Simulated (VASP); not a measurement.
Here is a VASP 6.6.1 calculation.

INCAR

```
SYSTEM = Rb
ALGO     = Normal         ! electronic algorithm
EDIFF    = 1E-6           ! SCF threshold, eV
ENCUT    = 500            ! plane-wave cutoff, eV
GGA      = RE             ! functional
GGA_COMPAT= .FALSE.      
ISIF     = 2              ! what is computed and relaxed
ISMEAR   = -1             ! smearing method
LASPH    = .TRUE.         ! aspherical terms in the spheres
LCHARG   = .TRUE.         ! write CHGCAR
LELF     = .TRUE.         ! ELF
LREAL    = .FALSE.        ! projectors in reciprocal space
LVHAR    = .TRUE.       
LWAVE    = .FALSE.        ! write WAVECAR
NBANDS   = 16             ! bands
NELM     = 120            ! most SCF steps
PREC     = Accurate       ! precision mode
SIGMA    = 0.1            ! smearing width, eV
```

Contents of KPOINTS:

```
k-points
0
G
  12 12 6
  0 0 0
```

Contents of POSCAR:

```
Rb
1.0
   -3.2349213485      3.3240134782      2.5171515754
    3.3240134782     -3.2349213485      2.5171515754
    6.0635504104      6.0635504104     -2.3539791766
Rb
2
Direct
    0.0054290861      0.9945709139      0.0000000000
    0.7445709139      0.2554290861      0.5000000000
```

Potentials or basis: VASP PAW PBE potentials, release 64 (Rb_sv).

Launch:

```bash
$ cat potpaw_PBE.64/Rb_sv/POTCAR > POTCAR
$ mpirun -np 1 vasp_std > vasp.out
```

Q: Predict the band gap on the k mesh.

A: Zero (bands 9 and 10 overlap by 2.11 eV).

Q: Estimate the pressure.

A: 0.0 GPa.

Forces in eV/Å, atoms in the order of the input:
```
Rb  -0.002  0.002  0.000
Rb   0.002 -0.002  0.000
```

Caveat: the PAW data sets were made with another functional, which shifts forces and pressure a little.
